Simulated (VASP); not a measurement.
Crystal: Cd4Se3S.

```
Cd Se S
1.0
     6.36529    0.07171    0.00487
     0.07171    6.20726   -0.07258
     0.00487   -0.07258    5.95241
Cd Se S
4 3 1
Direct
  0.75226 0.76955 0.26137
  0.75725 0.24526 0.73721
  0.24788 0.74490 0.75917
  0.23635 0.22046 0.24003
  0.00915 0.50385 0.51404
  0.48809 0.01599 0.49792
  0.49001 0.51674 0.99120
  0.01900 0.98325 0.99906
```

- Program: VASP 6.6.1
- Task: relaxation of cell and atoms
- Functional: PBE
- Potentials or basis: VASP PAW PBE potentials, release 64 (Cd, Se, S)
- Cutoff: 600 eV
- k mesh: 2 × 2 × 2
- Occupations: gaussian, width 0.1 eV
- Spin: no spin polarisation

At the start: pressure 0.2 GPa; volume 29.39 Å³/atom.

Problem. How do energy, volume and symmetry change on relaxing?

Solution. Over 18 steps the energy falls by 61.2 meV/atom and the volume is 28.98 Å³/atom (-1.4 %); space group P1 (No. 1, to 0.1 Å) before, P-43m (No. 215, to 0.1 Å).

Step by step:
```tsv
step	energy change (eV)	largest force (eV/Å)	pressure (GPa)	volume (Å³)
1	0.0000	1.5579	0.21	235.12
2	-0.3042	0.6947	-0.68	236.38
3	-0.3716	0.4804	-0.95	237.30
4	-0.4556	0.2389	0.18	230.78
5	-0.4601	0.1709	0.54	229.02
6	-0.4750	0.1136	-0.05	231.86
7	-0.4751	0.1174	-0.08	232.01
8	-0.4798	0.0637	-0.06	231.96
9	-0.4828	0.0806	-0.03	231.86
10	-0.4845	0.0609	0.04	231.51
11	-0.4852	0.0435	0.14	231.05
12	-0.4860	0.0404	-0.06	232.00
13	-0.4860	0.0407	-0.06	232.03
14	-0.4868	0.0383	-0.04	231.96
15	-0.4879	0.0489	0.01	231.76
16	-0.4886	0.0314	0.01	231.74
17	-0.4889	0.0307	0.02	231.72
18	-0.4892	0.0171	-0.01	231.85
```

Final structure:
```
Cd Se S
1.0
     6.14201    0.00084    0.00117
     0.00041    6.14019    0.00327
    -0.00434   -0.00031    6.14769
Cd Se S
4 3 1
Cartesian
  4.6406 4.6452 1.5089
  4.6414 1.5009 4.6491
  1.4998 4.6368 4.6506
  1.4944 1.4953 1.4951
  0.0001 3.0699 3.0745
  3.0666 0.0047 3.0751
  3.0734 3.0712 0.0061
  6.1359 6.1388 6.1492
```

Caveat: the k points lie up to 0.51 Å⁻¹ apart in the final cell.
